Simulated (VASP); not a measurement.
## MoS2: single point with PBE+D3(BJ)

The system is MoS2.

```
Mo S
1.0
     1.60012    0.92383    5.99653
    -1.60012    0.92383    5.99653
     0.00000   -1.84766    5.99653
Mo S
1 2
Direct
  0.00002 0.00002 0.00002
  0.75356 0.75356 0.75356
  0.57972 0.57972 0.57972
```

This cell differs from its parent crystal: strain +0.015 along x and y, +0.000 along z.

```json
{
 "Program": "VASP 6.6.1",
 "Task": "single point",
 "Functional": "PBE",
 "Dispersion": "D3(BJ)",
 "Potentials or basis": "VASP PAW PBE potentials, release 64 (Mo_sv, S)",
 "Cutoff": "520 eV",
 "k mesh": "12 × 12 × 12",
 "Occupations": "gaussian, width 0.05 eV",
 "Spin": "no spin polarisation",
 "Dipole correction": "no",
 "Further INCAR settings": "ALGO = Normal; EDIFF = 1e-06; NBANDS = 20"
}
```

| Item | Value |
| --- | --- |
| Pressure | -4.3 GPa |
| Largest force | 0.293 eV/Å |
| Band gap on the k mesh | 0.79 eV (least direct gap 1.63 eV) |
| Dispersion energy per atom | -0.427 eV |

Forces on the atoms (eV/Å):
```
Mo   0.000  0.000  0.000
S    0.000  0.000 -0.293
S    0.000  0.000  0.293
```

Stress tensor (GPa, compression positive):
```
-4.99  0.00  0.00
 0.00 -4.99  0.00
 0.00  0.00 -2.95
```

Levels at points of the mesh, in eV from the valence-band top:
| k point | band 11 | band 12 | band 13 | band 14 | band 15 | band 16 |
| --- | --- | --- | --- | --- | --- | --- |
| (0.00, 0.00, 0.00) | -2.36 | -1.23 | -1.03 | 1.80 | 1.80 | 2.21 |
| (0.50, 0.00, 0.00) | -2.36 | -1.71 | -1.54 | 1.41 | 1.79 | 3.11 |
| (0.50, 0.50, 0.00) | -3.03 | -1.99 | -1.38 | 1.34 | 1.92 | 2.80 |
| (0.50, 0.50, 0.50) | -2.31 | -2.31 | 0.00 | 1.93 | 1.93 | 2.03 |

Run time: 4.5 min on 1 thread of AMD EPYC 9R45 96-Core Processor (Zen 5), on a shared host, peak memory 0.42 GiB.

Caveat: the cell differs from its parent crystal (strain +0.015 along x and y, +0.000 along z); the cell stands under tension. A k mesh can miss the band edges.
